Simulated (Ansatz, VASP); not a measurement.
Two plane-wave programs on TiAl

File INCAR:

```
  PREC = Accurate
  ENCUT = 520
  EDIFF = 1E-6
  ISMEAR = 0
  SIGMA = 0.15
  LREAL = False
  LASPH = True
  NELM = 100
  ALGO = Fast
  ISIF = 2
  LWAVE = False
  LCHARG = False
  GGA = PS
  NBANDS = 14
```

Contents of KPOINTS:

```
regular mesh
0
Gamma
  18 18 10
```

Contents of POSCAR:

```
TiAl
1.0
    2.8672622327      0.0000000000      0.0000000000
   -1.4336311163      2.4831219328      0.0000000000
    0.0000000000      0.0000000000      4.6780830000
Ti Al
1 1
Direct
   -0.0201359423     -0.0402718846      0.0000000000
    0.3333333333      0.6666666667      0.5000000000
```

Input for Ansatz:

```yaml
crystal:
  lattice:
    - [2.8672622327, 0.0, 0.0]
    - [-1.4336311163, 2.4831219328, 0.0]
    - [0.0, 0.0, 4.678083]
  atoms:
    - { symbol: Ti, position: [-0.0201359423, -0.0402718846, 0.0] }
    - { symbol: Al, position: [0.3333333333, 0.6666666667, 0.5] }
basis:
  ecutwfc: 420
kpoints:
  mp_grid: { grid: [18, 18, 10] }
hamiltonian:
  xc: pbesol
scf:
  occupations: { method: gaussian, width: 0.15 }
output:
  forces: true
  stress: true
  eigenvalues: true
  write_density: true
  write_potential: true
  elf: true
  volumetric_format: npy
```

Alike in both runs: task single point; functional PBEsol; k mesh 18 × 18 × 10; occupations gaussian, width 0.15 eV; no spin polarisation.

|  | VASP | Ansatz |
| --- | --- | --- |
| version | VASP 6.6.1 | Ansatz 0.2.0 |
| potentials or method | VASP PAW PBE potentials, release 64 (Ti_sv, Al), cutoff 520 eV | scalar-relativistic, plane waves, PAW |
| valence electrons in the cell | 15 | 15 |

Ansatz gave:

- gap on the k mesh at the Fermi level (eV): none
- pressure (GPa): -2.8
- traceless stress, the component that is largest in VASP (GPa): 1.84
- rms of the force components (eV/Å): 0.098

**Question.** What did VASP give for the same quantities?

**Answer.** gap on the k mesh at the Fermi level (eV): none; pressure (GPa): -2.8; traceless stress, the component that is largest in VASP (GPa): 1.81; rms of the force components (eV/Å): 0.099.

VASP's potentials were made for PBE, not for PBEsol. Atom by atom the forces differ by 0.000 eV/Å (rms over components). A gap of «none» marks a metal or a gap that the smearing closes.
